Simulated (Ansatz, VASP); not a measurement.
# One calculation of CaMg, two programs

The input INCAR:

```
SYSTEM = CaMg
  PREC = Accurate
  ENCUT = 520
  EDIFF = 1E-6
  ISMEAR = 0
  SIGMA = 0.15
  LREAL = .False.
  LASPH = .True.
  NELM = 60
  ALGO = Normal
  ISIF = 2
  LWAVE = .False.
  LCHARG = .True.
  LELF = .True.
  LVHAR = .True.
  NBANDS = 13
```

The input KPOINTS:

```
regular mesh
0
Gamma
  12 12 12
  0 0 0
```

POSCAR

```
CaMg
1.0
    3.7618148612      0.0000000000      0.0000000000
    0.0000000000      3.7618148612      0.0000000000
    0.0000000000      0.0000000000      3.7618148612
Ca Mg
1 1
Direct
    0.0171011642      0.0000000000      0.0000000000
    0.4718008451      0.5000000000      0.5000000000
```

Input for Ansatz:

```yaml
crystal:
  lattice:
    - [3.7618148612, 0.0, 0.0]
    - [0.0, 3.7618148612, 0.0]
    - [0.0, 0.0, 3.7618148612]
  atoms:
    - { symbol: Ca, position: [0.0171011642, 0.0, 0.0] }
    - { symbol: Mg, position: [0.4718008451, 0.5, 0.5] }
basis:
  ecutwfc: 520.0
kpoints:
  mp_grid: { grid: [12, 12, 12] }
hamiltonian:
  xc: lda
scf:
  occupations: { method: gaussian, width: 0.15 }
output:
  forces: true
  stress: true
  eigenvalues: true
```

Change from the starting cell: mode 4 frozen in at -0.109 Å, equal normal strain along x, y and z -0.0250.

Alike in both runs: task single point; functional LDA; k mesh 12 × 12 × 12; occupations gaussian, width 0.15 eV; no spin polarisation.

|  | VASP | Ansatz |
| --- | --- | --- |
| version | VASP 6.6.1 | Ansatz 0.2.0 |
| potentials or method | VASP PAW LDA potentials, release 64 (Ca_sv, Mg), cutoff 520 eV | scalar-relativistic, plane waves, PAW |
| valence electrons in the cell | 12 | 20 |

```tsv
	VASP	Ansatz	Ansatz less VASP
gap on the k mesh at the Fermi level (eV)	none	none	-
pressure (GPa)	2.7	2.8	+0.11
traceless stress, the component that is largest in VASP (GPa)	-0.31	-0.30	+0.005
rms of the force components (eV/Å)	0.302	0.298	-0.0041
```

LDA's correlation is that of Perdew and Zunger in VASP and of Perdew and Wang (1992) in Ansatz. Atom by atom the forces differ by 0.004 eV/Å (rms over components). A gap of «none» marks a metal or a gap that the smearing closes. VASP's potentials hold 12 valence electrons a cell and Ansatz's 20, so a difference there can come from the potentials and not from the codes.
